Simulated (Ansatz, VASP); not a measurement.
One calculation of Ir, two programs

```xyz
1
Lattice="0.0000 1.7970 1.7970 1.7970 0.0000 1.7970 1.7970 1.7970 0.0000" Properties=species:S:1:pos:R:3 pbc="T T T"
Ir    0.0000    0.0000    0.0000
```

Change from the starting cell: volume scaled by 0.8, LAPW.

Alike in both runs: task single point; functional PBE; k mesh 17 × 17 × 17; occupations fermi-dirac, width 0.1 eV; no spin polarisation.

|  | VASP | Ansatz |
| --- | --- | --- |
| version | VASP 6.6.1 | Ansatz 0.2.0 |
| potentials or method | VASP PAW PBE potentials, release 64 (Ir), cutoff 520 eV | all-electron LAPW, scalar-relativistic |

|  | VASP | Ansatz | Ansatz less VASP |
| --- | --- | --- | --- |
| pressure (GPa) | 138.0 | 134.7 | -3.22 |

Both programs put the cell under a high pressure, so it lies far from rest at this level. Ansatz ran all-electron here, and VASP with PAW potentials.

Spin-orbit coupling is off throughout. Noted on VASP's run: the cell as given lies far from equilibrium.
